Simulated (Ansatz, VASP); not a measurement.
# Two plane-wave programs on ZrB2

```
Zr B
1.0
     3.27634    0.00000    0.00000
    -1.63817    2.83739    0.00000
     0.00000    0.00000    3.64179
Zr B
1 2
Cartesian
  0.0000 0.0000 0.0000
  0.0000 1.8916 1.8209
  1.6382 0.9458 1.8209
```

Alike in both runs: task single point; functional PBEsol; k mesh 18 × 18 × 12; occupations gaussian, width 0.15 eV; no spin polarisation.

```csv
,VASP,Ansatz
version,VASP 6.6.1,Ansatz 0.2.0
potentials or method,"VASP PAW PBE potentials, release 64 (Zr_sv, B), cutoff 520 eV","scalar-relativistic, plane waves, PAW"
valence electrons in the cell,18,18
```

Ansatz gave:

```
gap on the k mesh at the Fermi level (eV)                     : none
pressure (GPa)                                                : -22.8
traceless stress, the component that is largest in VASP (GPa) : 1.54
```

Which values does VASP return?

gap on the k mesh at the Fermi level (eV): none; pressure (GPa): -22.5; traceless stress, the component that is largest in VASP (GPa): 1.52.

VASP's potentials were made for PBE, not for PBEsol. A gap of «none» marks a metal or a gap that the smearing closes. With one functional, cell and mesh, what is left measures potentials, basis and numerics.
